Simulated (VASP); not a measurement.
# Ir (Fm-3m) in VASP: further runs, part 2 of 2

VASP 6.6.1. Earlier steps stand in the parts before.

### 4 Single point, r2SCAN

This run uses another cell than the first one, of 14.20 Å³/atom, 1.042 times its volume.

Contents of POSCAR:

```
Ir
1.0
    0.0000000000      1.9220482168      1.9220482168
    1.9220482168      0.0000000000      1.9220482168
    1.9220482168      1.9220482168      0.0000000000
Ir
1
Direct
    0.0000000000      0.0000000000      0.0000000000
```

Contents of INCAR.step1:

```
SYSTEM = Ir
PREC = Accurate
ENCUT = 520
ISMEAR = 0
SIGMA = 0.05
LREAL = .FALSE.
LASPH = .TRUE.
NELM = 60
NBANDS = 10
GGA = PE
ALGO = Normal
EDIFF = 1E-4
LWAVE = .TRUE.
LCHARG = .FALSE.
```

Contents of INCAR.step2:

```
SYSTEM = Ir
PREC = Accurate
ENCUT = 520
EDIFF = 1E-6
ISMEAR = 0
SIGMA = 0.05
LREAL = .FALSE.
LASPH = .TRUE.
NELM = 60
ALGO = Normal
ISIF = 2
LWAVE = .FALSE.
LCHARG = .TRUE.
METAGGA = R2SCAN
LMIXTAU = .TRUE.
LELF = .TRUE.
LVHAR = .TRUE.
NBANDS = 10
ISTART = 1
```

Contents of KPOINTS:

```
regular mesh
0
G
  20 20 20
  0 0 0
```

Potentials or basis: VASP PAW PBE potentials, release 64 (Ir).

Run with:

```console
$ cat potpaw_PBE.64/Ir/POTCAR > POTCAR
$ cp INCAR.step1 INCAR
$ mpirun -np 1 vasp_std > vasp.out
$ cp INCAR.step2 INCAR
$ mpirun -np 1 vasp_std > vasp.out
```

OUTCAR:

```text
SYSTEM = Ir
   PREC = Accurate
   ENCUT = 520
   EDIFF = 1E-6
   ISMEAR = 0
   LREAL = .FALSE.
   LASPH = .TRUE.
   NELM = 60
   ISIF = 2
   METAGGA = R2SCAN
   ISTART = 1

 ion  position               nearest neighbor table
   1  0.000  0.000  0.000-

  LATTYP: Found a face centered cubic cell.
 ALAT       =     3.8440964336

  Lattice vectors:

 A1 = (   0.0000000000,   1.9220482168,   1.9220482168)
 A2 = (   1.9220482168,   0.0000000000,   1.9220482168)
 A3 = (   1.9220482168,   1.9220482168,   0.0000000000)

Analysis of symmetry for initial positions (statically):
=====================================================================
 Subroutine PRICEL returns:
 Original cell was already a primitive cell.

 Routine SETGRP: Setting up the symmetry group for a
 face centered cubic supercell.

 Subroutine GETGRP returns: Found 48 space group operations
 (whereof 48 operations were pure point group operations)
 out of a pool of 48 trial point group operations.

The static configuration has the point symmetry O_h .

Analysis of symmetry for dynamics (positions and initial velocities):
=====================================================================
 Subroutine PRICEL returns:
 Original cell was already a primitive cell.

 Routine SETGRP: Setting up the symmetry group for a
 face centered cubic supercell.

 Subroutine GETGRP returns: Found 48 space group operations
 (whereof 48 operations were pure point group operations)
 out of a pool of 48 trial point group operations.

The dynamic configuration has the point symmetry O_h .

 Subroutine INISYM returns: Found 48 space group operations
 (whereof 48 operations are pure point group operations),
 and found     1 'primitive' translations

----------------------------------------------------------------------------------------

                                     Primitive cell

  volume of cell :      14.2011
[... 104 lines left out ...]
   IALGO  =     38    algorithm
   IMIX   =      4    mixing-type and parameters
     AMIX     =   0.40;   BMIX     =  1.00
     AMIX_MAG =   1.60;   BMIX_MAG =  1.00
  volume/ion in A,a.u.               =      14.20        95.83
  Fermi-wavevector in a.u.,A,eV,Ry     =   1.406203  2.657339 26.904259  1.977407
  Thomas-Fermi vector in A             =   2.528587
   LORBIT       =      0    0 simple, 1 ext, 2 COOP (PROOUT), +10 PAW based schemes
   METAGGA = R2SCAN    functional components
   LHFCALC =     F    Hartree Fock is set to
   AEXX    =    0.0000 exact exchange contribution
   IVDW    =     0    specifies the selected vdW correction
   LEPSILON=     F    determine dielectric tensor
   LRPA    =     F    only Hartree local field effects (RPA)
 non-spin polarized calculation
 Gauss-broadening in eV      SIGMA  =   0.05
  energy-cutoff  :      520.00
  volume of cell :       14.20
 maximum number of plane-waves:       392
   NGX = 11   NGY = 11   NGZ = 11

 number of electron       9.0000000 magnetization

 Free energy of the ion-electron system (eV)
  ---------------------------------------------------
  ext. energy  EPLUGINS =         0.00000000
  ---------------------------------------------------
  free energy    TOTEN  =       -52.37088984 eV

  energy without entropy =      -52.37030846  energy(sigma->0) =      -52.37059915

 E-fermi :  10.0406     XC(G=0): -15.3031

 val. band max:       10.0376571795   @ k =   0.4000   0.3500   0.0000
 cond. band min:      10.0478245142   @ k =   0.5000   0.4000   0.1000
 fundamental gap:      0.0101673348
 Fermi energy:        10.0406024904

 k-point     1 :       0.0000    0.0000    0.0000
  band No.  band energies     occupation
      1      -1.3768      2.00000
      2       6.1307      2.00000
      3       6.1307      2.00000
      4       6.1307      2.00000
      5       8.8252      2.00000
      6       8.8252      2.00000
      7      25.2224      0.00000
      8      31.0626      0.00000
      9      31.0626      0.00000
     10      31.0626      0.00000
[... 287 lines left out ...]
 k-point    24 :      -0.3500    0.0500    0.0000
  band No.  band energies     occupation
      1       1.8060      2.00000
      2       6.1564      2.00000
      3       6.2665      2.00000
      4       7.0078      2.00000
      5       9.9347      1.99725
      6      10.7423      0.00000
      7      20.8629      0.00000
      8      26.0372      0.00000
      9      31.6917      0.00000
     10      33.4364      0.00000

 [... further k-points ...]
[... 5 lines left out ...]
  --------------------------------------------------------------------------------------
  -------------------------------------------------------------------------------------
  Total        0.2114735      0.2114735      0.2114735      0.0000000     -0.0000000      0.0000000
  in kB       23.8585365     23.8585365     23.8585365      0.0000000     -0.0000000      0.0000000
  external PRESSURE =      23.8585365 kB  Pullay stress =       0.0000000 kB

 VOLUME and BASIS-vectors are now :
 -----------------------------------------------------------------------------
  energy-cutoff  :      520.00
  volume of cell :       14.20
      direct lattice vectors                 reciprocal lattice vectors
     0.000000000  1.922048217  1.922048217    -0.260139156  0.260139156  0.260139156
     1.922048217  0.000000000  1.922048217     0.260139156 -0.260139156  0.260139156
     1.922048217  1.922048217  0.000000000     0.260139156  0.260139156 -0.260139156

 POSITION                                       TOTAL-FORCE (eV/Angst)
 -----------------------------------------------------------------------------------
      0.00000      0.00000      0.00000        -0.000000      0.000000     -0.000000
 -----------------------------------------------------------------------------------
    total drift:                                0.000000      0.000000      0.000000

  FREE ENERGIE OF THE ION-ELECTRON SYSTEM (eV)
  ---------------------------------------------------
  free  energy   TOTEN  =       -52.3708898443 eV

  energy  without entropy=      -52.3703084620  energy(sigma->0) =      -52.37059915
```

OUTCAR.step1:

```text
SYSTEM = Ir
   PREC = Accurate
   ENCUT = 520
   ISMEAR = 0
   LREAL = .FALSE.
   LASPH = .TRUE.
   NELM = 60
[... 528 lines left out ...]
 -----------------------------------------------------------------------------------
      0.00000      0.00000      0.00000         0.000000      0.000000      0.000000
 -----------------------------------------------------------------------------------
    total drift:                                0.000000      0.000000      0.000000

  FREE ENERGIE OF THE ION-ELECTRON SYSTEM (eV)
  ---------------------------------------------------
  free  energy   TOTEN  =        -8.8470605670 eV

  energy  without entropy=       -8.8464627556  energy(sigma->0) =       -8.84676166
```

Wall time 45 s (1 thread of Intel Xeon 6975P-C (Granite Rapids), shared host); peak memory 0.16 GiB.

Results:

```
Free energy : -52.3709 eV
Pressure    : 2.4 GPa
```

Levels at points of the mesh, in eV from the Fermi level:
| k point | band 1 | band 2 | band 3 | band 4 | band 5 | band 6 | band 7 | band 8 | band 9 |
| --- | --- | --- | --- | --- | --- | --- | --- | --- | --- |
| (0.00, 0.00, 0.00) | -11.42 | -3.91 | -3.91 | -3.91 | -1.22 | -1.22 | 15.18 | 21.02 | 21.02 |
| (0.50, 0.00, 0.00) | -8.31 | -4.06 | -4.06 | -0.62 | 0.99 | 0.99 | 7.69 | 14.81 | 20.86 |
| (0.50, 0.50, 0.00) | -8.10 | -7.52 | 0.90 | 1.62 | 1.62 | 1.85 | 11.09 | 12.38 | 12.38 |

Caveat: the PAW data sets were made with another functional, which shifts forces and pressure a little; spin-orbit coupling is left out, which moves the levels of the heavy elements.

### 5 Single point, r2SCAN (volume scaled by 1.020)

Contents of POSCAR:

```
Ir
1.0
    0.0000000000      1.9347773839      1.9347773839
    1.9347773839      0.0000000000      1.9347773839
    1.9347773839      1.9347773839      0.0000000000
Ir
1
Direct
    0.0000000000      0.0000000000      0.0000000000
```

Contents of INCAR.step1:

```
ALGO = Normal
EDIFF = 1E-4
ENCUT = 520
GGA = PE
ISMEAR = 0
LASPH = True
LCHARG = False
LREAL = False
LWAVE = True
NBANDS = 10
NELM = 100
PREC = Accurate
SIGMA = 0.05
```

Contents of INCAR.step2:

```
ALGO = Normal
EDIFF = 1E-6
ENCUT = 520
ISIF = 2
ISMEAR = 0
ISTART = 1
LASPH = True
LCHARG = False
LMIXTAU = True
LREAL = False
LWAVE = False
METAGGA = R2SCAN
NBANDS = 10
NELM = 100
PREC = Accurate
SIGMA = 0.05
```

Contents of KPOINTS:

```
k-points
0
Gamma
  20 20 20
```

Potentials or basis: VASP PAW PBE potentials, release 64 (Ir).

Run with:

```console
$ cat potpaw_PBE.64/Ir/POTCAR > POTCAR
$ cp INCAR.step1 INCAR
$ mpirun -np 1 vasp_std > vasp.out
$ cp INCAR.step2 INCAR
$ mpirun -np 1 vasp_std > vasp.out
```

OUTCAR:

```text
EDIFF = 1E-6
   ENCUT = 520
   ISIF = 2
   ISMEAR = 0
   ISTART = 1
   LASPH = True
   LREAL = False
   METAGGA = R2SCAN
   NELM = 100
   PREC = Accurate

 ion  position               nearest neighbor table
   1  0.000  0.000  0.000-

  LATTYP: Found a face centered cubic cell.
 ALAT       =     3.8695547678

  Lattice vectors:

 A1 = (   0.0000000000,   1.9347773839,   1.9347773839)
 A2 = (   1.9347773839,   0.0000000000,   1.9347773839)
 A3 = (   1.9347773839,   1.9347773839,   0.0000000000)

Analysis of symmetry for initial positions (statically):
=====================================================================
 Subroutine PRICEL returns:
 Original cell was already a primitive cell.

 Routine SETGRP: Setting up the symmetry group for a
 face centered cubic supercell.

 Subroutine GETGRP returns: Found 48 space group operations
 (whereof 48 operations were pure point group operations)
 out of a pool of 48 trial point group operations.

The static configuration has the point symmetry O_h .

Analysis of symmetry for dynamics (positions and initial velocities):
=====================================================================
 Subroutine PRICEL returns:
 Original cell was already a primitive cell.

 Routine SETGRP: Setting up the symmetry group for a
 face centered cubic supercell.

 Subroutine GETGRP returns: Found 48 space group operations
 (whereof 48 operations were pure point group operations)
 out of a pool of 48 trial point group operations.

The dynamic configuration has the point symmetry O_h .

 Subroutine INISYM returns: Found 48 space group operations
 (whereof 48 operations are pure point group operations),
 and found     1 'primitive' translations

----------------------------------------------------------------------------------------

                                     Primitive cell

  volume of cell :      14.4852

  direct lattice vectors                    reciprocal lattice vectors
     0.000000000  1.934777384  1.934777384    -0.258427664  0.258427664  0.258427664
     1.934777384  0.000000000  1.934777384     0.258427664 -0.258427664  0.258427664
     1.934777384  1.934777384  0.000000000     0.258427664  0.258427664 -0.258427664

  length of vectors
     2.736188416  2.736188416  2.736188416     0.447609844  0.447609844  0.447609844

  position of ions in fractional coordinates (direct lattice)
     0.000000000  0.000000000  0.000000000

  ion indices of the primitive-cell ions
   primitive index   ion index
                 1           1

----------------------------------------------------------------------------------------

 KPOINTS: k-points

Automatic generation of k-mesh.
 Grid dimensions read from file:
 generate k-points for:   20   20   20

 Generating k-lattice:

  Cartesian coordinates                     Fractional coordinates (reciprocal lattice)
    -0.012921383  0.012921383  0.012921383     0.050000000  0.000000000  0.000000000
     0.012921383 -0.012921383  0.012921383     0.000000000  0.050000000  0.000000000
     0.012921383  0.012921383 -0.012921383     0.000000000  0.000000000  0.050000000

  Length of vectors
     0.022380492  0.022380492  0.022380492

  Shift w.r.t. Gamma in fractional coordinates (k-lattice)
     0.000000000  0.000000000  0.000000000

 Subroutine IBZKPT returns following result:
 ===========================================

 Found    256 irreducible k-points:

 Following reciprocal coordinates:
            Coordinates               Weight
  0.000000  0.000000  0.000000      1.000000
  0.050000  0.000000  0.000000      8.000000
  0.100000  0.000000  0.000000      8.000000
  0.150000  0.000000  0.000000      8.000000
  0.200000  0.000000  0.000000      8.000000
  0.250000  0.000000  0.000000      8.000000
[... 16 lines left out ...]
 -0.400000  0.050000  0.000000     24.000000
 -0.350000  0.050000  0.000000     24.000000
 [... further k-points ...]
   k-points           NKPTS =    256   k-points in BZ     NKDIM =    256   number of bands    NBANDS=     10
   number of dos      NEDOS =    301   number of ions     NIONS =      1
   total plane-waves  NPLWV =   8000
   dimension x,y,z NGX =    20 NGY =   20 NGZ =   20
   dimension x,y,z NGXF=    40 NGYF=   40 NGZF=   40
   ions per type =               1
   NGX,Y,Z   is equivalent  to a cutoff of  12.15, 12.15, 12.15 a.u.
   NGXF,Y,Z  is equivalent  to a cutoff of  24.30, 24.30, 24.30 a.u.
 SYSTEM =  unknown system
   PREC   = accura    normal or accurate (medium, high low for compatibility)
   ISTART =      1    job   : 0-new  1-cont  2-samecut
   ICHARG =      0    charge: 1-file 2-atom 10-const
   ISPIN  =      1    spin polarized calculation?
   LNONCOLLINEAR =      F non collinear calculations
   LSORBIT =      F    spin-orbit coupling
   LASPH  =      T    aspherical Exc in radial PAW
   ENCUT  =  520.0 eV  38.22 Ry    6.18 a.u.   5.09  5.09  5.09*2*pi/ulx,y,z
   NELM   =    100;   NELMIN=  2; NELMDL=  0     # of ELM steps
   EDIFF  = 0.1E-05   stopping-criterion for ELM
   LREAL  =      F    real-space projection
   EDIFFG = 0.1E-04   stopping-criterion for IOM
   NSW    =      0    number of steps for IOM
   IBRION =     -1    ionic relax: 0-MD 1-quasi-New 2-CG
   NFREE  =      0    steps in history (QN), initial steepest desc. (CG)
   ISIF   =      2    stress and relaxation
   ISYM   =      2    0-nonsym 1-usesym 2-fastsym
   POTIM  = 0.5000    time-step for ionic-motion
   TEBEG  =    0.0;   TEEND  =   0.0 temperature during run
   PSTRESS=    0.0 pullay stress
   NELECT =       9.0000    total number of electrons
   NUPDOWN=      -1.0000    fix difference up-down
   EMIN   =  10.00;   EMAX   =-10.00  energy-range for DOS
   EFERMI =   0.00;   METHOD = LEGACY
   ISMEAR =     0;   SIGMA  =   0.05  broadening in eV -4-tet -1-fermi 0-gaus
   EFERMI_NEDOS =   21; number of points for ismear=-14 and -15
   IALGO  =     38    algorithm
   IMIX   =      4    mixing-type and parameters
     AMIX     =   0.40;   BMIX     =  1.00
     AMIX_MAG =   1.60;   BMIX_MAG =  1.00
  volume/ion in A,a.u.               =      14.49        97.75
  Fermi-wavevector in a.u.,A,eV,Ry     =   1.396952  2.639856 26.551409  1.951474
  Thomas-Fermi vector in A             =   2.520255
   LORBIT       =      0    0 simple, 1 ext, 2 COOP (PROOUT), +10 PAW based schemes
   METAGGA = R2SCAN    functional components
   LHFCALC =     F    Hartree Fock is set to
   AEXX    =    0.0000 exact exchange contribution
   IVDW    =     0    specifies the selected vdW correction
   LEPSILON=     F    determine dielectric tensor
   LRPA    =     F    only Hartree local field effects (RPA)
 non-spin polarized calculation
 Gauss-broadening in eV      SIGMA  =   0.05
  energy-cutoff  :      520.00
  volume of cell :       14.49
 maximum number of plane-waves:       399
   NGX = 11   NGY = 11   NGZ = 11

 number of electron       9.0000000 magnetization

 Free energy of the ion-electron system (eV)
  ---------------------------------------------------
  ext. energy  EPLUGINS =         0.00000000
  ---------------------------------------------------
  free energy    TOTEN  =       -52.36852620 eV

  energy without entropy =      -52.36792812  energy(sigma->0) =      -52.36822716

 E-fermi :   9.6991     XC(G=0): -15.1662

 val. band max:        9.6977065994   @ k =   0.4000   0.3500   0.0000
 cond. band min:       9.7069957926   @ k =   0.5000   0.4000   0.1000
 fundamental gap:      0.0092891931
 Fermi energy:         9.6991066009

 k-point     1 :       0.0000    0.0000    0.0000
  band No.  band energies     occupation
      1      -1.4987      2.00000
      2       5.9098      2.00000
      3       5.9098      2.00000
      4       5.9098      2.00000
      5       8.5173      2.00000
      6       8.5173      2.00000
      7      24.9221      0.00000
      8      30.6395      0.00000
      9      30.6395      0.00000
     10      30.6395      0.00000

 k-point     2 :       0.0500    0.0000    0.0000
  band No.  band energies     occupation
      1      -1.3849      2.00000
      2       5.8490      2.00000
      3       5.9592      2.00000
      4       5.9592      2.00000
      5       8.4861      2.00000
      6       8.4861      2.00000
      7      25.1148      0.00000
      8      30.0289      0.00000
      9      30.8210      0.00000
     10      30.8210      0.00000
[... 274 lines left out ...]
 k-point    24 :      -0.3500    0.0500    0.0000
  band No.  band energies     occupation
      1       1.6654      2.00000
      2       5.9365      2.00000
      3       6.0433      2.00000
      4       6.7536      2.00000
      5       9.5982      1.99567
      6      10.3791      0.00000
      7      20.3346      0.00000
      8      25.6791      0.00000
      9      31.1138      0.00000
     10      32.8486      0.00000

 [... further k-points ...]
[... 5 lines left out ...]
  --------------------------------------------------------------------------------------
  -------------------------------------------------------------------------------------
  Total       -0.4502819     -0.4502819     -0.4502819     -0.0000000     -0.0000000     -0.0000000
  in kB      -49.8049048    -49.8049048    -49.8049048     -0.0000000     -0.0000000     -0.0000000
  external PRESSURE =     -49.8049048 kB  Pullay stress =       0.0000000 kB

 VOLUME and BASIS-vectors are now :
 -----------------------------------------------------------------------------
  energy-cutoff  :      520.00
  volume of cell :       14.49
      direct lattice vectors                 reciprocal lattice vectors
     0.000000000  1.934777384  1.934777384    -0.258427664  0.258427664  0.258427664
     1.934777384  0.000000000  1.934777384     0.258427664 -0.258427664  0.258427664
     1.934777384  1.934777384  0.000000000     0.258427664  0.258427664 -0.258427664

 POSITION                                       TOTAL-FORCE (eV/Angst)
 -----------------------------------------------------------------------------------
      0.00000      0.00000      0.00000         0.000000      0.000000      0.000000
 -----------------------------------------------------------------------------------
    total drift:                                0.000000     -0.000000     -0.000000

  FREE ENERGIE OF THE ION-ELECTRON SYSTEM (eV)
  ---------------------------------------------------
  free  energy   TOTEN  =       -52.3685262034 eV

  energy  without entropy=      -52.3679281193  energy(sigma->0) =      -52.36822716
```

It took 45 s on 1 thread of Intel Xeon 6975P-C (Granite Rapids), shared host; peak memory 0.16 GiB.

What came out:

- Free energy: -52.3685 eV
- Pressure: -5.0 GPa

Levels at points of the mesh, in eV from the Fermi level:
```
           k point  band 1  band 2  band 3  band 4  band 5  band 6  band 7  band 8  band 9
(0.00, 0.00, 0.00)  -11.20   -3.79   -3.79   -3.79   -1.18   -1.18   15.22   20.94   20.94
(0.50, 0.00, 0.00)   -8.09   -3.94   -3.94   -0.57    0.96    0.96    7.49   14.85   20.68
(0.50, 0.50, 0.00)   -7.86   -7.29    0.87    1.57    1.57    1.85   10.81   12.28   12.28
```

Caveat: the cell differs from its parent crystal (volume scaled by 1.020); the PAW data sets were made with another functional, which shifts forces and pressure a little; spin-orbit coupling is left out, which moves the levels of the heavy elements.

### 6 Summary

| cell | gap on the mesh (eV) | pressure (GPa) |
| --- | --- | --- |
| a = 2.681 Å, angles 60.0°, 1 atom | none | 20.1 |
| a = 2.700 Å, angles 60.0°, 1 atom | none | 10.7 |
| a = 2.718 Å, angles 60.0°, 1 atom | none | 2.4 |
| a = 2.736 Å, angles 60.0°, 1 atom | none | -5.0 |

Alike in all rows: task single point; level r2SCAN; potentials or basis VASP PAW PBE potentials, release 64 (Ir); no spin polarisation; k mesh 20 × 20 × 20; cutoff (eV) 520; smearing gaussian 0.05 eV.

Caveats: the PAW data sets were made with another functional, which shifts forces and pressure a little; spin-orbit coupling is left out, which moves the levels of the heavy elements.

Total energies depend on the potentials used, so only differences within one code and one set of settings carry meaning.
